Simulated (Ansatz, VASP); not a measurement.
Two plane-wave programs on PbS

The input INCAR:

```
  PREC = Accurate
  ENCUT = 520
  EDIFF = 1E-7
  ISMEAR = 0
  SIGMA = 0.01
  LREAL = F
  LASPH = T
  NELM = 80
  ALGO = Normal
  ISIF = 2
  LWAVE = F
  LCHARG = F
  GGA = PE
  NBANDS = 28
```

File KPOINTS:

```
regular mesh
0
Gamma
  6 6 4
```

The input POSCAR:

```
PbS
1.0
    5.1244884397      0.0000000000      0.0000000000
   -2.5622442198      4.4379371702      0.0000000000
    0.0000000000      0.0000000000      6.1565396860
Pb S
2 2
Direct
    0.3333333333      0.6666666667      0.2500000000
    0.6666666667      0.3333333333      0.7500000000
    0.6666666667      0.3333333333      0.2500000000
    0.3333333333      0.6666666667      0.7500000000
```

Input for Ansatz:

```yaml
crystal:
  lattice:
    - [5.1244884397, 0.0, 0.0]
    - [-2.5622442198, 4.4379371702, 0.0]
    - [0.0, 0.0, 6.156539686]
  atoms:
    - { symbol: Pb, position: [0.3333333333, 0.6666666667, 0.25] }
    - { symbol: Pb, position: [0.6666666667, 0.3333333333, 0.75] }
    - { symbol: S, position: [0.6666666667, 0.3333333333, 0.25] }
    - { symbol: S, position: [0.3333333333, 0.6666666667, 0.75] }
kpoints:
  mp_grid: { grid: [6, 6, 4] }
hamiltonian:
  xc: pbe
scf:
  occupations: { method: fixed }
  n_extra_bands: 5
output:
  forces: true
  stress: true
  eigenvalues: true
```

Alike in both runs: task single point; functional PBE; k mesh 6 × 6 × 4; no spin polarisation.

|  | VASP | Ansatz |
| --- | --- | --- |
| version | VASP 6.6.1 | Ansatz 0.2.0 |
| potentials or method | VASP PAW PBE potentials, release 64 (Pb_d, S) | plane waves, PAW |
| plane-wave cutoff (eV) | 520 | 420 |
| occupations | gaussian, width 0.01 eV | fixed |
| valence electrons in the cell | 40 | 40 |

Ansatz gave:

```
gap on the k mesh at the Fermi level (eV)                     : 1.50
pressure (GPa)                                                : -2.1
traceless stress, the component that is largest in VASP (GPa) : -0.10
```

What did VASP give for the same quantities?

gap on the k mesh at the Fermi level (eV): 1.50; pressure (GPa): -2.2; traceless stress, the component that is largest in VASP (GPa): -0.10.

Neither program's run includes spin-orbit coupling.
